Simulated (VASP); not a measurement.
Input of a VASP 6.6.1 run:

INCAR

```
SYSTEM = CrO2
PREC     = Accurate       ! precision mode
ENCUT    = 600            ! plane-wave cutoff, eV
EDIFF    = 1E-6           ! SCF threshold, eV
ISMEAR   = 0              ! smearing method
SIGMA    = 0.05           ! smearing width, eV
LREAL    = .FALSE.        ! projectors in reciprocal space
LASPH    = .TRUE.         ! aspherical terms in the spheres
NELM     = 200            ! most SCF steps
ALGO     = Normal         ! electronic algorithm
ISIF     = 2              ! what is computed and relaxed
LWAVE    = .FALSE.        ! write WAVECAR
LCHARG   = .FALSE.        ! write CHGCAR
LNONCOLLINEAR= .TRUE.         ! non-collinear magnetism
MAGMOM   = 0 0 1.37 0 0 1.37 0 0 0.12 0 0 0.12 0 0 0.12 0 0 0.12 ! initial moments
LORBIT   = 11             ! projections on sites
I_CONSTRAINED_M= 2            
LAMBDA   = 10           
M_CONSTR = 1.732 1.732 1.732 1.732 1.732 1.732 0 0 0 0 0 0 0 0 0 0 0 0
RWIGS    = 1.39 0.66    
ISYM     = -1           
AMIX     = 0.2          
BMIX     = 1E-4         
AMIX_MAG = 0.8          
BMIX_MAG = 1E-4         
LMAXMIX  = 4              ! l up to which the mixer works
LDAU     = .TRUE.         ! DFT+U
LDAUTYPE = 2            
LDAUL    = 2 -1           ! shell
LDAUU    = 8 0            ! U, eV
LDAUJ    = 0 0          
LDAUPRINT= 1            
NBANDS   = 64             ! bands
GGA_COMPAT= .FALSE.      
KPAR     = 4
```

Contents of KPOINTS:

```
regular mesh
0
G
  4 4 6
  0 0 0
```

POSCAR

```
CrO2
1.0
    4.4210008300      0.0000000000      0.0000000000
    0.0000000000      4.4210008300      0.0000000000
    0.0000000000      0.0000000000      2.9170005500
Cr O
2 4
Direct
    0.0000000000      0.0000000000      0.0000000000
    0.5000000000      0.5000000000      0.5000000000
    0.3010000000      0.3010000000      0.0000000000
    0.1990000000      0.8010000000      0.5000000000
    0.6990000000      0.6990000000      0.0000000000
    0.8010000000      0.1990000000      0.5000000000
```

Potentials or basis: VASP PAW LDA potentials, release 64 (Cr_pv, O).

The run is started by

```sh
$ cat potpaw_LDA.64/Cr_pv/POTCAR potpaw_LDA.64/O/POTCAR > POTCAR
$ mpirun -np 4 vasp_ncl > vasp.out
```

What does it give for the largest force?

0.021 eV/Å.

Predict the band gap on the k mesh.

zero (bands 48 and 49 overlap by 0.48 eV).

Forces in eV/Å, atoms in the order of the input:
```
Cr   0.000  0.000  0.000
Cr   0.000  0.000  0.000
O    0.015  0.015  0.000
O   -0.015  0.015  0.000
O   -0.014 -0.014  0.000
O    0.015 -0.015  0.000
```

Caveat: moments held by a penalty. The state reached can hang on the start; a lower one may exist.
